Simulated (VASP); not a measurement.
Set up this calculation in VASP 6.6.1, as the native input.

```yaml
Task: single point
Functional: r2SCAN
Dispersion: rVV10
Potentials_or_basis: VASP PAW PBE potentials, release 64 (Cd_sv_GW, S)
Cutoff: 700 eV
k_mesh: 8 × 8 × 8
Occupations: fermi-dirac, width 0.05 eV
Spin: no spin polarisation
Dipole_correction: no
Further_INCAR_settings: ALGO = Normal; EDIFF = 1e-06; NBANDS = 20
```

The system is CdS.

```
Cd S
1.0
     0.00000    2.85696    2.85696
     2.85696    0.00000    2.85696
     2.85696    2.85696    0.00000
Cd S
1 1
Direct
  0.00000 0.00000 0.00000
  0.75000 0.75000 0.75000
```

One way to write it, as run:

POSCAR

```
CdS
1.0
    0.0000000000      2.8569628861      2.8569628861
    2.8569628861      0.0000000000      2.8569628861
    2.8569628861      2.8569628861      0.0000000000
Cd S
1 1
Direct
    0.0000000000      0.0000000000      0.0000000000
    0.7500000000      0.7500000000      0.7500000000
```

INCAR.step1

```
PREC = Accurate
ENCUT = 700
ISMEAR = -1
SIGMA = 0.05
LREAL = F
LASPH = T
NELM = 120
NBANDS = 20
GGA = PE
ALGO = Normal
EDIFF = 1E-5
LWAVE = T
LCHARG = F
GGA_COMPAT = F
```

INCAR.step2

```
PREC = Accurate
ENCUT = 700
EDIFF = 1E-6
ISMEAR = -1
SIGMA = 0.05
LREAL = F
LASPH = T
NELM = 120
ALGO = Normal
ISIF = 2
LWAVE = F
LCHARG = F
METAGGA = R2SCAN
LMIXTAU = T
LUSE_VDW = T
IVDW_NL = 2
BPARAM = 11.95
CPARAM = 0.0093
NBANDS = 20
ISTART = 1
GGA_COMPAT = F
```

KPOINTS

```
regular mesh
0
Gamma
  8 8 8
```

Potentials or basis: VASP PAW PBE potentials, release 64 (Cd_sv_GW, S).

Run with:

```bash
$ cat potpaw_PBE.64/Cd_sv_GW/POTCAR potpaw_PBE.64/S/POTCAR > POTCAR
$ cp INCAR.step1 INCAR
$ mpirun -np 1 vasp_std > vasp.out
$ cp INCAR.step2 INCAR
$ mpirun -np 1 vasp_std > vasp.out
```

Results of the run:

- Pressure: 5.3 GPa
- Band gap on the k mesh: 1.67 eV

Caveat: the cell stands under pressure; the PAW data sets were made with another functional, which shifts forces and pressure a little.

Run time: 2.9 min on 1 thread of Intel(R) Xeon(R) Platinum 8259CL CPU @ 2.50GHz (Skylake/Cascade Lake), with other jobs on the host, peak memory 0.41 GiB.
